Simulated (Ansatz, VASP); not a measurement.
**Ta: VASP beside Ansatz**

File INCAR:

```
SYSTEM = Ta
PREC     = Accurate       ! precision mode
ENCUT    = 520            ! plane-wave cutoff, eV
EDIFF    = 1E-6           ! SCF threshold, eV
ISMEAR   = 0              ! smearing method
SIGMA    = 0.15           ! smearing width, eV
LREAL    = .False.        ! projectors in reciprocal space
LASPH    = .True.         ! aspherical terms in the spheres
NELM     = 60             ! most SCF steps
ALGO     = Fast           ! electronic algorithm
ISIF     = 2              ! what is computed and relaxed
LWAVE    = .False.        ! write WAVECAR
LCHARG   = .False.        ! write CHGCAR
GGA      = PS             ! functional
NBANDS   = 12             ! bands
```

Contents of KPOINTS:

```
regular mesh
0
Gamma
  20 20 20
  0 0 0
```

The input POSCAR:

```
Ta
1.0
   -1.7255876000      1.7255876000      1.6512800000
    1.7255876000     -1.7255876000      1.6512800000
    1.7255876000      1.7255876000     -1.6512800000
Ta
1
Direct
    0.0000000000      0.0000000000      0.0000000000
```

Input for Ansatz:

```yaml
crystal:
  lattice:
    - [-1.7255876, 1.7255876, 1.65128]
    - [1.7255876, -1.7255876, 1.65128]
    - [1.7255876, 1.7255876, -1.65128]
  atoms:
    - { symbol: Ta, position: [0.0, 0.0, 0.0] }
basis:
  ecutwfc: 420
kpoints:
  mp_grid: { grid: [20, 20, 20] }
hamiltonian:
  xc: pbesol
scf:
  occupations: { method: gaussian, width: 0.15 }
output:
  forces: true
  stress: true
  eigenvalues: true
```

Change from the starting cell: strain +0.0450 x Voigt [1, 1, 0, 0, 0, 0], atoms carried along.

Alike in both runs: task single point; functional PBEsol; k mesh 20 × 20 × 20; occupations gaussian, width 0.15 eV; no spin polarisation.

|  | VASP | Ansatz |
| --- | --- | --- |
| version | VASP 6.6.1 | Ansatz 0.2.0 |
| potentials or method | VASP PAW PBE potentials, release 64 (Ta_pv), cutoff 520 eV | scalar-relativistic, plane waves, PAW |
| valence electrons in the cell | 11 | 13 |

|  | VASP | Ansatz | Ansatz less VASP |
| --- | --- | --- | --- |
| gap on the k mesh at the Fermi level (eV) | none | none | - |
| pressure (GPa) | -18.0 | -18.0 | -0.02 |
| traceless stress, the component that is largest in VASP (GPa) | 2.25 | 2.25 | +0.003 |

VASP's potentials were made for PBE, not for PBEsol. A gap of «none» marks a metal or a gap that the smearing closes. With one functional, cell and mesh, what is left measures potentials, basis and numerics. VASP's potentials hold 11 valence electrons a cell and Ansatz's 13, so a difference there can come from the potentials and not from the codes.

Neither program's run includes spin-orbit coupling.
